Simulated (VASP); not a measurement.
Input of a VASP 6.6.1 run:

The input INCAR:

```
PREC = Accurate
ENCUT = 520
EDIFF = 1E-8
ISMEAR = -1
SIGMA = 0.05
LREAL = F
LASPH = T
NELM = 80
ALGO = Normal
ISIF = 2
LWAVE = F
LCHARG = F
LEFG = T
NBANDS = 17
```

File KPOINTS:

```
Automatic mesh
0
Gamma
  14 14 12
```

The input POSCAR:

```
B2W
1.0
    2.9791855871      0.0000000000      0.0000000000
   -1.4895927936      2.5800504010      0.0000000000
    0.0000000000      0.0000000000      3.0087787307
B W
2 1
Direct
    0.3333333333      0.6666666667      0.5000000000
    0.6666666667      0.3333333333      0.5000000000
    0.0000000000      0.0000000000      0.0000000000
```

Potentials or basis: VASP PAW LDA potentials, release 64 (B, W_sv).

Run with:

```sh
$ cat potpaw_LDA.64/B/POTCAR potpaw_LDA.64/W_sv/POTCAR > POTCAR
$ mpirun -np 1 vasp_std > vasp.out
```

Question: Estimate the pressure.

Answer: 44.4 GPa.

Question: Predict the band gap on the k mesh.

Answer: Zero (bands 10 and 11 overlap by 5.05 eV).

Electric field gradients, principal values (V/Å²):
```
atom   least  middle  greatest (by size)
 1 B  -1.035  -1.035               2.069
 2 B  -1.035  -1.035               2.069
 3 W  -7.454  -7.454              14.908
```

Caveat: the cell stands under pressure; without QUAD_EFG the Cq values of the log hold for a quadrupole moment of 1 mb, not for the nuclei; spin-orbit coupling is left out, which moves the levels of the heavy elements.
